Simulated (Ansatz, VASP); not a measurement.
**Cd: VASP beside Ansatz**

```xyz
1
Lattice="0.0000 2.3652 2.3652 2.3652 0.0000 2.3652 2.3652 2.3652 0.0000" Properties=species:S:1:pos:R:3 pbc="T T T"
Cd    0.0000    0.0000    0.0000
```

Alike in both runs: task single point; functional BLYP; k mesh 13 × 13 × 13; occupations fermi-dirac, width 0.1 eV; no spin polarisation.

|  | VASP | Ansatz |
| --- | --- | --- |
| version | VASP 6.6.1 | Ansatz 0.2.0 |
| potentials or method | VASP PAW PBE potentials, release 64 (Cd), cutoff 520 eV | plane waves (420 eV) with PAW, scalar-relativistic |
| valence electrons in the cell | 12 | 20 |

VASP gave:

- pressure (GPa): 0.0

What did Ansatz give for the same quantities?

Pressure (GPa): -0.1.

VASP's potentials were made for PBE, not for BLYP. The functional is the same, so the differences come from potentials, cutoffs and numerics. VASP's potentials hold 12 valence electrons a cell and Ansatz's 20, so a difference there can come from the potentials and not from the codes.
